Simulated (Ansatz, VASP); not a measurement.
One calculation of AlAs, two programs

Contents of INCAR:

```
SYSTEM = AlAs
PREC     = Accurate       ! precision mode
ENCUT    = 500            ! plane-wave cutoff, eV
EDIFF    = 1E-7           ! SCF threshold, eV
ISMEAR   = 0              ! smearing method
SIGMA    = 0.02           ! smearing width, eV
LREAL    = .FALSE.        ! projectors in reciprocal space
LASPH    = .TRUE.         ! aspherical terms in the spheres
NELM     = 120            ! most SCF steps
ALGO     = Normal         ! electronic algorithm
ISIF     = 3              ! what is computed and relaxed
LWAVE    = .FALSE.        ! write WAVECAR
LCHARG   = .FALSE.        ! write CHGCAR
GGA      = CA             ! functional
IBRION   = 2              ! ionic algorithm
NSW      = 100            ! ionic steps
EDIFFG   = -0.002         ! ionic threshold
GGA_COMPAT= .FALSE.      
NELMIN   = 4
```

The input KPOINTS:

```
regular mesh
0
G
  8 8 8
  0 0 0
```

POSCAR

```
AlAs
1.0
    0.0000000000      2.8305000000      2.8305000000
    2.8305000000      0.0000000000      2.8305000000
    2.8305000000      2.8305000000      0.0000000000
Al As
1 1
Direct
    0.0000000000      0.0000000000      0.0000000000
    0.2500000000      0.2500000000      0.2500000000
```

Input for Ansatz:

```yaml
crystal:
  lattice:
    - [0.0, 2.8305, 2.8305]
    - [2.8305, 0.0, 2.8305]
    - [2.8305, 2.8305, 0.0]
  atoms:
    - { symbol: Al, position: [0.0, 0.0, 0.0] }
    - { symbol: As, position: [0.25, 0.25, 0.25] }
basis:
  ecutwfc: 420
kpoints:
  mp_grid: { grid: [8, 8, 8] }
hamiltonian:
  xc: lda
  pseudopotentials: { kind: paw, azcp: { folder: soft_1 } }
scf:
  occupations: { method: gaussian, width: 0.02 }
output:
  forces: true
  stress: true
  eigenvalues: true
  write_density: true
  write_potential: true
  elf: true
  volumetric_format: npy
relax:
  adjacent_minimum: "off"
  f_tol: 0.002
  max_steps: 80
  cell: { stress_tol: 0.02 }
```

Alike in both runs: task relaxation of cell and atoms; functional LDA; k mesh 8 × 8 × 8; occupations gaussian, width 0.02 eV; no spin polarisation.

|  | VASP | Ansatz |
| --- | --- | --- |
| version | VASP 6.6.1 | Ansatz 0.2.0 |
| potentials or method | VASP PAW LDA potentials, release 64 (Al, As), cutoff 500 eV | scalar-relativistic, plane waves, PAW |
| valence electrons in the cell | 8 | 18 |

Ansatz gave:

- gap on the k mesh at the Fermi level, each at its own relaxed structure (eV): 1.32
- relaxed volume (Å³/atom): 22.29
- relaxed length of the cell vector where the two differ most in proportion (Å): 3.980

Which values does VASP return?

gap on the k mesh at the Fermi level, each at its own relaxed structure (eV): 1.32; relaxed volume (Å³/atom): 22.40; relaxed length of the cell vector where the two differ most in proportion (Å): 3.986.

Ansatz warns that its potentials were made for another functional, while VASP's fit it. LDA's correlation is that of Perdew and Zunger in VASP and of Perdew and Wang (1992) in Ansatz. VASP's potentials hold 8 valence electrons a cell and Ansatz's 18, so a difference there can come from the potentials and not from the codes.
